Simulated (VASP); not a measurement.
Input of a VASP 6.6.1 run:

The input INCAR:

```
PREC = Accurate ; ENCUT = 520
EDIFF = 1E-6 ; ISMEAR = 0
SIGMA = 0.1 ; LREAL = False
LASPH = True ; NELM = 60
ALGO = Normal ; ISIF = 2
LWAVE = False ; LCHARG = True
GGA = PE ; LELF = True
LVHAR = True ; NBANDS = 7
```

KPOINTS

```
Automatic mesh
0
Gamma
  16 16 16
```

POSCAR

```
Mg
1.0
    0.0000000000      2.2442560000      2.2442560000
    2.2442560000      0.0000000000      2.2442560000
    2.2442560000      2.2442560000      0.0000000000
Mg
1
Direct
    0.0000000000      0.0000000000      0.0000000000
```

Potentials or basis: VASP PAW PBE potentials, release 64 (Mg).

Run with:

```sh
$ cat potpaw_PBE.64/Mg/POTCAR > POTCAR
$ mpirun -np 1 vasp_std > vasp.out
```

Estimate the band gap on the k mesh.

zero (band 1 reaches 4.16 eV, above the bottom of band 2 at 1.42 eV).

Estimate the pressure.

0.7 GPa.
